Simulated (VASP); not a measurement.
# MgB2 in VASP: a series of runs

Runs on MgB2. Level: PBE. Tasks: single point, relaxation of cell and atoms.

All numbers are computed with VASP 6.6.1; they aren't measurements. Logs are shortened: lines on timing, memory, paths and dates and some standing lists are left out, and cuts for length are marked.

## Step 1: The cell of the first run

The structure is hexagonal, space group P6/mmm (No. 191). Conventional cell: a = 3.063 Å, b = 3.063 Å, c = 3.521 Å, α = 90.00°, β = 90.00°, γ = 120.00°. Within 3.3 Å of Mg (site symmetry 6/mmm) lie 12 B at 2.50 Å and 6 Mg at 3.06 Å. Within 2.3 Å of B (site symmetry -6m2) lie 3 B at 1.77 Å.

## Step 2: Single point, PBE

INCAR

```
  ALGO = Normal
  EDIFF = 1E-6
  ENCUT = 600
  GGA = PE
  GGA_COMPAT = F
  ISIF = 2
  ISMEAR = 0
  LASPH = T
  LCHARG = T
  LELF = T
  LREAL = F
  LVHAR = T
  LWAVE = F
  NBANDS = 11
  NELM = 120
  PREC = Accurate
  SIGMA = 0.1
```

KPOINTS

```
k-points
0
Gamma
  6 6 6
```

POSCAR

```
MgB2
1.0
    3.0627620649      0.0000000000      0.0000000000
   -1.5313810324      2.6524297539      0.0000000000
    0.0000000000      0.0000000000      3.5208704800
Mg B
1 2
Direct
    0.0000000000      0.0000000000      0.0000000000
    0.6666666700      0.3333333300      0.5000000000
    0.3333333300      0.6666666700      0.5000000000
```

Potentials or basis: VASP PAW PBE potentials, release 64 (Mg, B).

The run is started by

```bash
cat potpaw_PBE.64/Mg/POTCAR potpaw_PBE.64/B/POTCAR > POTCAR
mpirun -np 1 vasp_std > vasp.out
```

OUTCAR:

```text
EDIFF = 1E-6
   ENCUT = 600
   GGA = PE
   ISIF = 2
   ISMEAR = 0
   LASPH = T
   LREAL = F
   NELM = 120
   PREC = Accurate

 ion  position               nearest neighbor table
   1  0.000  0.000  0.000-   2 2.50   3 2.50   2 2.50   3 2.50   3 2.50   3 2.50   2 2.50   2 2.50
                             2 2.50   2 2.50   3 2.50   3 2.50
   2  0.667  0.333  0.500-   3 1.77   3 1.77   3 1.77   1 2.50   1 2.50   1 2.50   1 2.50   1 2.50
                             1 2.50
   3  0.333  0.667  0.500-   2 1.77   2 1.77   2 1.77   1 2.50   1 2.50   1 2.50   1 2.50   1 2.50
                             1 2.50

  LATTYP: Found a hexagonal cell.
 ALAT       =     3.0627620649
 C/A-ratio  =     1.1495736219

  Lattice vectors:

 A1 = (   3.0627620649,   0.0000000000,   0.0000000000)
 A2 = (  -1.5313810324,   2.6524297539,   0.0000000000)
 A3 = (   0.0000000000,   0.0000000000,   3.5208704800)

Analysis of symmetry for initial positions (statically):
=====================================================================
 Subroutine PRICEL returns:
 Original cell was already a primitive cell.

 Routine SETGRP: Setting up the symmetry group for a
 hexagonal supercell.

 Subroutine GETGRP returns: Found 24 space group operations
 (whereof 24 operations were pure point group operations)
 out of a pool of 24 trial point group operations.

The static configuration has the point symmetry D_6h.

Analysis of symmetry for dynamics (positions and initial velocities):
=====================================================================
 Subroutine PRICEL returns:
 Original cell was already a primitive cell.

 Routine SETGRP: Setting up the symmetry group for a
 hexagonal supercell.

 Subroutine GETGRP returns: Found 24 space group operations
 (whereof 24 operations were pure point group operations)
 out of a pool of 24 trial point group operations.

The dynamic configuration has the point symmetry D_6h.

 Subroutine INISYM returns: Found 24 space group operations
 (whereof 24 operations are pure point group operations),
 and found     1 'primitive' translations

----------------------------------------------------------------------------------------

                                     Primitive cell

  volume of cell :      28.6027

  direct lattice vectors                    reciprocal lattice vectors
     3.062762065  0.000000000  0.000000000     0.326502673  0.188506406  0.000000000
    -1.531381032  2.652429754  0.000000000     0.000000000  0.377012812  0.000000000
     0.000000000  0.000000000  3.520870480     0.000000000  0.000000000  0.284020672

  length of vectors
     3.062762065  3.062762065  3.520870480     0.377012812  0.377012812  0.284020672

  position of ions in fractional coordinates (direct lattice)
     0.000000000  0.000000000  0.000000000
     0.666666670  0.333333330  0.500000000
     0.333333330  0.666666670  0.500000000

  ion indices of the primitive-cell ions
   primitive index   ion index
                 1           1
                 2           2
                 3           3

----------------------------------------------------------------------------------------

 KPOINTS: k-points

Automatic generation of k-mesh.
 Grid dimensions read from file:
 generate k-points for:    6    6    6

 Generating k-lattice:

  Cartesian coordinates                     Fractional coordinates (reciprocal lattice)
     0.054417112  0.031417734  0.000000000     0.166666667  0.000000000  0.000000000
     0.000000000  0.062835469  0.000000000     0.000000000  0.166666667  0.000000000
     0.000000000  0.000000000  0.047336779     0.000000000  0.000000000  0.166666667

  Length of vectors
     0.062835469  0.062835469  0.047336779

  Shift w.r.t. Gamma in fractional coordinates (k-lattice)
     0.000000000  0.000000000  0.000000000

 Subroutine IBZKPT returns following result:
 ===========================================

 Found     28 irreducible k-points:

 Following reciprocal coordinates:
            Coordinates               Weight
  0.000000  0.000000  0.000000      1.000000
  0.166667  0.000000  0.000000      6.000000
  0.333333  0.000000  0.000000      6.000000
  0.500000  0.000000  0.000000      3.000000
  0.166667  0.166667  0.000000      6.000000
  0.333333  0.166667  0.000000     12.000000
[... 16 lines left out ...]
  0.166667  0.000000  0.500000      6.000000
  0.333333  0.000000  0.500000      6.000000
 [... further k-points ...]
   k-points           NKPTS =     28   k-points in BZ     NKDIM =     28   number of bands    NBANDS=     11
   number of dos      NEDOS =    301   number of ions     NIONS =      3
   total plane-waves  NPLWV =  16128
   dimension x,y,z NGX =    24 NGY =   24 NGZ =   28
   dimension x,y,z NGXF=    48 NGYF=   48 NGZF=   56
   ions per type =               1   2
   NGX,Y,Z   is equivalent  to a cutoff of  13.03, 13.03, 13.22 a.u.
   NGXF,Y,Z  is equivalent  to a cutoff of  26.05, 26.05, 26.44 a.u.
 SYSTEM =  unknown system
[... 22 lines left out ...]
   EMIN   =  10.00;   EMAX   =-10.00  energy-range for DOS
   EFERMI =   0.00;   METHOD = LEGACY
   ISMEAR =     0;   SIGMA  =   0.10  broadening in eV -4-tet -1-fermi 0-gaus
   EFERMI_NEDOS =   21; number of points for ismear=-14 and -15
   IALGO  =     38    algorithm
   IMIX   =      4    mixing-type and parameters
     AMIX     =   0.40;   BMIX     =  1.00
     AMIX_MAG =   1.60;   BMIX_MAG =  1.00
  volume/ion in A,a.u.               =       9.53        64.34
  Fermi-wavevector in a.u.,A,eV,Ry     =   1.070621  2.023180 15.595397  1.146229
  Thomas-Fermi vector in A             =   2.206337
   LORBIT       =      0    0 simple, 1 ext, 2 COOP (PROOUT), +10 PAW based schemes
   GGA     = PE    functional components
   LHFCALC =     F    Hartree Fock is set to
   AEXX    =    0.0000 exact exchange contribution
   IVDW    =     0    specifies the selected vdW correction
   LEPSILON=     F    determine dielectric tensor
   LRPA    =     F    only Hartree local field effects (RPA)
 non-spin polarized calculation
 Gauss-broadening in eV      SIGMA  =   0.10
  energy-cutoff  :      600.00
  volume of cell :       28.60
 maximum number of plane-waves:       972
   NGX = 13   NGY = 13   NGZ = 15

 number of electron       8.0000000 magnetization

 Free energy of the ion-electron system (eV)
  ---------------------------------------------------
  ext. energy  EPLUGINS =         0.00000000
  ---------------------------------------------------
  free energy    TOTEN  =       -15.32962551 eV

  energy without entropy =      -15.32632619  energy(sigma->0) =      -15.32797585

 E-fermi :   5.4103     XC(G=0): -10.9650

 val. band max:        5.2234018088   @ k =   0.1667   0.0000   0.5000
 cond. band min:       5.4110065427   @ k =   0.3333   0.1667   0.0000
 fundamental gap:      0.1876047338
 Fermi energy:         5.4102665312

 k-point     1 :       0.0000    0.0000    0.0000
  band No.  band energies     occupation
      1      -7.1179      2.00000
      2       2.3475      2.00000
      3       5.8119      0.00000
      4       5.8119      0.00000
      5       6.9441      0.00000
      6      11.8339      0.00000
      7      11.8339      0.00000
      8      13.7278      0.00000
      9      15.4937      0.00000
     10      18.2954      0.00000
     11      21.6064      0.00000

 k-point     2 :       0.1667    0.0000    0.0000
  band No.  band energies     occupation
      1      -6.6305      2.00000
      2       2.8229      2.00000
      3       3.7495      2.00000
      4       4.8878      2.00000
      5       7.3922      0.00000
      6      11.3637      0.00000
      7      13.7374      0.00000
      8      13.8704      0.00000
      9      14.5901      0.00000
     10      20.0915      0.00000
     11      20.4287      0.00000

 k-point     3 :       0.3333    0.0000    0.0000
  band No.  band energies     occupation
      1      -5.1929      2.00000
      2       0.2957      2.00000
      3       3.6904      2.00000
      4       4.1826      2.00000
      5       8.5996      0.00000
      6      10.5025      0.00000
      7      10.6170      0.00000
      8      14.0858      0.00000
      9      17.5751      0.00000
     10      18.6506      0.00000
     11      19.9034      0.00000
[... 267 lines left out ...]
 k-point    23 :       0.1667    0.0000    0.5000
  band No.  band energies     occupation
      1      -5.3936      2.00000
      2      -1.5931      2.00000
      3       4.2909      2.00000
      4       5.2234      1.99177
      5      10.6558      0.00000
      6      12.0250      0.00000
      7      14.1092      0.00000
      8      15.6549      0.00000
      9      16.1400      0.00000
     10      16.6652      0.00000
     11      16.9965      0.00000

 k-point    24 :       0.3333    0.0000    0.5000
  band No.  band energies     occupation
      1      -4.0763      2.00000
      2       0.0049      2.00000
      3       1.0471      2.00000
      4       3.9880      2.00000
      5       6.6812      0.00000
      6      11.4887      0.00000
      7      14.8384      0.00000
      8      14.9138      0.00000
      9      17.2589      0.00000
     10      18.1434      0.00000
     11      19.1316      0.00000

 [... further k-points ...]
[... 5 lines left out ...]
  --------------------------------------------------------------------------------------
  -------------------------------------------------------------------------------------
  Total        0.5449449      0.5449449     -0.3119619      0.0000000     -0.0000000      0.0000000
  in kB       30.5250229     30.5250229    -17.4745067      0.0000000     -0.0000000      0.0000000
  external PRESSURE =      14.5251797 kB  Pullay stress =       0.0000000 kB

 VOLUME and BASIS-vectors are now :
 -----------------------------------------------------------------------------
  energy-cutoff  :      600.00
  volume of cell :       28.60
      direct lattice vectors                 reciprocal lattice vectors
     3.062762065  0.000000000  0.000000000     0.326502673  0.188506406  0.000000000
    -1.531381032  2.652429754  0.000000000     0.000000000  0.377012812  0.000000000
     0.000000000  0.000000000  3.520870480     0.000000000  0.000000000  0.284020672

 POSITION                                       TOTAL-FORCE (eV/Angst)
 -----------------------------------------------------------------------------------
      0.00000      0.00000      0.00000        -0.000000      0.000000      0.000000
      1.53138      0.88414      1.76044         0.000000      0.000000     -0.000000
     -0.00000      1.76829      1.76044        -0.000000     -0.000000      0.000000
 -----------------------------------------------------------------------------------
    total drift:                                0.000000      0.000000      0.000000

  FREE ENERGIE OF THE ION-ELECTRON SYSTEM (eV)
  ---------------------------------------------------
  free  energy   TOTEN  =       -15.3296255050 eV

  energy  without entropy=      -15.3263261896  energy(sigma->0) =      -15.32797585
```

Run time: 7.6 s. Hardware: 1 thread of AMD EPYC 7R13 (Zen 3), shared host; peak memory 0.12 GiB.

What came out:

```
Free energy            : -15.3296 eV
Pressure               : 1.5 GPa
Band gap on the k mesh : zero (band 4 reaches 7.16 eV, above the bottom of band 5 at 3.34 eV)
```

Stress tensor (GPa, compression positive):
```
 3.05  0.00  0.00
 0.00  3.05  0.00
 0.00  0.00 -1.75
```

Levels at points of the mesh, in eV from the Fermi level:
| k point | band 2 | band 3 | band 4 | band 5 | band 6 | band 7 |
| --- | --- | --- | --- | --- | --- | --- |
| (0.00, 0.00, 0.00) | -3.06 | 0.40 | 0.40 | 1.53 | 6.42 | 6.42 |
| (0.50, 0.00, 0.00) | -7.89 | -2.17 | 0.14 | 3.05 | 3.93 | 5.26 |
| (0.00, 0.00, 0.50) | -7.56 | 0.78 | 0.78 | 6.74 | 6.74 | 8.08 |
| (0.50, 0.00, 0.50) | -6.98 | -3.64 | -1.89 | -1.34 | 5.84 | 8.88 |

Caveat: the k points lie up to 0.39 Å⁻¹ apart.

## Step 3: Single point, PBE

This run uses another cell than the first one, of 9.62 Å³/atom, 1.009 times its volume.

INCAR

```
SYSTEM = MgB2
PREC = Accurate
ENCUT = 520
EDIFF = 1E-7
ISMEAR = 0
SIGMA = 0.1
LREAL = .FALSE.
LASPH = .TRUE.
NELM = 80
ALGO = Normal
ISIF = 2
LWAVE = .FALSE.
LCHARG = .FALSE.
GGA = PE
NBANDS = 11
```

KPOINTS

```
Automatic mesh
0
G
  18 18 14
  0 0 0
```

POSCAR

```
MgB2
1.0
    3.0753892181      0.0000000000      0.0000000000
   -1.5376946090      2.6633651894      0.0000000000
    0.0000000000      0.0000000000      3.5245310793
Mg B
1 2
Direct
    0.0000000000      0.0000000000      0.0000000000
    0.3333333333      0.6666666667      0.5000000000
    0.6666666667      0.3333333333      0.5000000000
```

Potentials or basis: VASP PAW PBE potentials, release 64 (Mg, B).

The run is started by

```bash
cat potpaw_PBE.64/Mg/POTCAR potpaw_PBE.64/B/POTCAR > POTCAR
mpirun -np 1 vasp_std > vasp.out
```

Wall time 58 s (1 thread of Intel Xeon Platinum 8259CL at 2.50GHz (Skylake/Cascade Lake), shared host); peak memory 0.22 GiB.

It converged, with:

```yaml
Free_energy: -15.3257 eV
Pressure: -0.3 GPa
Band_gap_on_the_k_mesh: zero (band 4 reaches 7.09 eV, above the bottom of band 5 at 3.30 eV)
```

Stress tensor (GPa, compression positive):
```
-0.21  0.00  0.00
 0.00 -0.21  0.00
 0.00  0.00 -0.39
```

Levels at points of the mesh, in eV from the Fermi level:
```
           k point  band 1  band 2  band 3  band 4  band 5  band 6  band 7  band 8
(0.00, 0.00, 0.00)  -12.44   -2.97    0.40    0.40    1.63    6.38    6.38    8.21
(0.50, 0.00, 0.00)   -8.53   -7.83   -2.15    0.21    3.09    3.93    5.32    7.13
(0.00, 0.00, 0.50)  -11.17   -7.44    0.77    0.77    6.70    6.70    8.04    9.94
(0.50, 0.00, 0.50)   -7.56   -6.93   -3.55   -1.87   -1.27    5.78    8.84    8.98
```

## Step 4: Single point, PBE

This run uses another cell than the first one: it holds 6 atoms, not 3.

INCAR

```
SYSTEM = MgB2
ALGO = Normal
EDIFF = 1E-6
ENCUT = 520
GGA = PE
ISIF = 2
ISMEAR = 0
LASPH = .True.
LCHARG = .False.
LREAL = .False.
LWAVE = .False.
NBANDS = 17
NELM = 100
PREC = Accurate
SIGMA = 0.1
```

KPOINTS

```
k-points
0
Gamma
  8 8 4
  0 0 0
```

POSCAR

```
MgB2
1.0
   -0.0516770073      3.0200776482      0.5916080097
   -0.6329074297     -0.6758298414      3.3920363735
    5.2459257858     -0.0989532168      0.9591901045
Mg B
2 4
Direct
    0.5833097753     -0.0000365341      0.4999905809
    0.0833484235      0.0000418855      0.0000029238
    0.5833016297      0.5000051646      0.1684938215
    1.0832458914      0.5000100136      0.6684864030
    0.0833715035      0.4999925592      0.3315094920
    0.5834227768      0.4999869111      0.8315167789
```

The run is started by

```bash
cat potpaw_PBE.64/Mg/POTCAR potpaw_PBE.64/B/POTCAR > POTCAR
mpirun -np 1 vasp_std > vasp.out
```

Wall time 76 s (1 thread of Intel Xeon Platinum 8259CL at 2.50GHz (Skylake/Cascade Lake), shared host); peak memory 0.25 GiB.

The run converged. Its results:

* Free energy: -30.6522 eV
* Pressure: -0.3 GPa
* Largest force: 0.005 eV/Å
* Band gap on the k mesh: zero (band 8 reaches 6.75 eV, above the bottom of band 9 at 3.67 eV)

Forces in eV/Å, atoms in the order of the input:
```
Mg   0.000  0.000  0.001
Mg   0.000  0.000 -0.001
B   -0.002  0.001  0.000
B   -0.001  0.005  0.000
B    0.002 -0.001  0.000
B    0.001 -0.005  0.000
```

Stress tensor (GPa, compression positive):
```
-0.16  0.01  0.05
 0.01 -0.22  0.05
 0.05  0.05 -0.38
```

Levels at points of the mesh, in eV from the Fermi level:
```csv
k point,band 4,band 5,band 6,band 7,band 8,band 9,band 10,band 11,band 12,band 13
"(0.00, 0.00, 0.00)",-2.93,-2.19,0.16,0.28,0.51,1.68,3.21,3.89,5.36,6.20
"(0.50, 0.00, 0.00)",-5.73,-4.52,-4.52,0.08,0.08,3.69,3.69,4.75,4.75,6.99
"(0.00, 0.50, 0.00)",-6.87,-3.61,-1.90,-1.23,0.65,0.89,5.75,6.52,6.84,8.00
"(0.50, 0.50, 0.00)",-4.92,-3.95,-3.95,-3.92,-3.92,-0.10,-0.10,4.77,4.77,9.65
"(0.00, 0.00, 0.50)",-3.33,-1.90,-1.90,-1.23,-1.23,2.64,2.64,5.36,5.36,6.91
"(0.50, 0.00, 0.50)",-7.85,-2.14,-2.13,0.26,0.26,3.05,3.06,3.90,3.91,5.36
"(0.00, 0.50, 0.50)",-6.22,-2.67,-2.67,-0.92,-0.92,3.24,3.24,6.24,6.24,9.95
"(0.50, 0.50, 0.50)",-6.93,-3.55,-3.55,-1.84,-1.84,-1.32,-1.32,5.75,5.76,8.84
```

## Step 5: Relaxation of cell and atoms, PBE

This run uses another cell than the first one, of 9.62 Å³/atom, 1.009 times its volume.

INCAR

```
SYSTEM = MgB2
ALGO = Normal
EDIFF = 1E-7
EDIFFG = -0.01
ENCUT = 600
GGA = PE
IBRION = 2
ISIF = 3
ISMEAR = 0
LASPH = .True.
LCHARG = .False.
LREAL = .False.
LWAVE = .False.
NELM = 80
NSW = 100
PREC = Accurate
SIGMA = 0.1
```

KPOINTS

```
k-points
0
Gamma
  18 18 14
  0 0 0
```

POSCAR

```
MgB2
1.0
    3.0785999233      0.0000000000      0.0000000000
   -1.5392999616      2.6661457416      0.0000000000
    0.0000000000      0.0000000000      3.5161383006
Mg B
1 2
Direct
    0.0000000000      0.0000000000      0.0000000000
    0.3333333333      0.6666666667      0.5000000000
    0.6666666667      0.3333333333      0.5000000000
```

The run is started by

```bash
cat potpaw_PBE.64/Mg/POTCAR potpaw_PBE.64/B/POTCAR > POTCAR
mpirun -np 1 vasp_std > vasp.out
```

Run time: 2 min. Hardware: 1 thread of Intel Xeon Platinum 8259CL at 2.50GHz (Skylake/Cascade Lake), shared host; peak memory 0.24 GiB.

Results (log left out):

```
Free energy                            : -15.3277 eV
Relaxed volume                         : 9.60 Å³/atom
Relaxed cell                           : a = 3.074 Å, b = 3.074 Å, c = 3.518 Å, α = 90.00°, β = 90.00°, γ = 120.00°
Space group after relaxing (to 0.05 Å) : P6/mmm (No. 191)
Energy gained by relaxing              : 0.1 meV/atom
Ionic steps                            : 3
Pressure after relaxing                : 0.1 GPa
Band gap on the k mesh                 : zero (band 4 reaches 7.12 eV, above the bottom of band 5 at 3.31 eV)
```

Stress tensor (GPa, compression positive):
```
0.03 0.00 0.00
0.00 0.03 0.00
0.00 0.00 0.17
```

Step by step:
```csv
step,energy change (eV),largest force (eV/Å),pressure (GPa),volume (Å³)
1,0.0000,0.0000,-0.39,28.86
2,-0.0002,0.0000,0.23,28.76
3,-0.0002,0.0000,0.07,28.79
```

Final structure:
```cif
data_structure
_symmetry_space_group_name_H-M 'P 1'
_symmetry_Int_Tables_number 1
_cell_length_a 3.0742
_cell_length_b 3.0742
_cell_length_c 3.5175
_cell_angle_alpha 90.000
_cell_angle_beta 90.000
_cell_angle_gamma 120.000
_cell_volume 28.79
loop_
_atom_site_label
_atom_site_type_symbol
_atom_site_fract_x
_atom_site_fract_y
_atom_site_fract_z
_atom_site_occupancy
Mg1 Mg 0.00000 0.00000 0.00000 1
B1 B 0.33333 0.66667 0.50000 1
B2 B 0.66667 0.33333 0.50000 1
```

Levels at points of the mesh, in eV from the Fermi level:
```
           k point  band 1  band 2  band 3  band 4  band 5  band 6  band 7  band 8
(0.00, 0.00, 0.00)  -12.45   -2.95    0.39    0.39    1.66    6.37    6.37    8.22
(0.50, 0.00, 0.00)   -8.54   -7.84   -2.16    0.22    3.10    3.93    5.36    7.17
(0.00, 0.00, 0.50)  -11.17   -7.45    0.77    0.77    6.70    6.70    8.04   10.01
(0.50, 0.00, 0.50)   -7.56   -6.93   -3.56   -1.87   -1.28    5.78    8.86    8.99
```

## Step 6: The runs side by side

```tsv
task	cell	k mesh	cutoff (eV)	gap on the mesh (eV)	pressure (GPa)
single point	a = 3.063, b = 3.063, c = 3.521 Å, angles 90.0, 90.0, 120.0°, 3 atoms	6 × 6 × 6	600	none	1.5
single point	a = 3.075, b = 3.075, c = 3.525 Å, angles 90.0, 90.0, 120.0°, 3 atoms	18 × 18 × 14	520	none	-0.3
single point	a = 3.078, b = 3.516, c = 5.334 Å, 6 atoms	8 × 8 × 4	520	none	-0.3
relaxation of cell and atoms	relaxed from a = 3.079, b = 3.079, c = 3.516 Å, angles 90.0, 90.0, 120.0°, 3 atoms	18 × 18 × 14	600	none	0.1
```

Alike in all rows: level PBE; potentials or basis VASP PAW PBE potentials, release 64 (Mg, B); no spin polarisation; smearing gaussian 0.1 eV.

Caveats: some runs use coarse meshes.

Total energies depend on the potentials used, so only differences within one code and one set of settings carry meaning.
